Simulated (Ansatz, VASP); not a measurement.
**SnO2: VASP beside Ansatz**

```
Sn O
1.0
     4.78800    0.00000    0.00000
     0.00000    4.86658    0.00000
     0.00000    0.00000    3.24090
Sn O
2 4
Direct
  0.50000 0.50000 0.50000
  0.00000 0.00000 0.00000
  0.30499 0.30873 0.00000
  0.80499 0.19127 0.50000
  0.19501 0.80873 0.50000
  0.69501 0.69127 0.00000
```

Alike in both runs: functional r2SCAN; k mesh 7 × 7 × 10; occupations fermi-dirac, width 0.01 eV; no spin polarisation.

Ansatz relaxed the structure, and its values are those at the end. VASP's run is a single point on that final structure, the one shown.

|  | VASP | Ansatz |
| --- | --- | --- |
| version | VASP 6.6.1 | Ansatz 0.2.0 |
| potentials or method | VASP PAW PBE potentials, release 64 (Sn_d, O) | plane-wave PAW, scalar-relativistic |
| plane-wave cutoff (eV) | 520 | 500 |
| valence electrons in the cell | 52 | 52 |

Ansatz gave:

- gap on the k mesh at the Fermi level (eV): 1.32
- pressure (GPa): -7.7
- rms of the force components (eV/Å): 0.003

Q: What did VASP give for the same quantities?

A: gap on the k mesh at the Fermi level (eV): 1.34; pressure (GPa): -6.8; rms of the force components (eV/Å): 0.012.

VASP's potentials were made for PBE, not for r2SCAN. With one functional, cell and mesh, what is left measures potentials, basis and numerics. Ansatz's warnings: stress scf threshold loose.
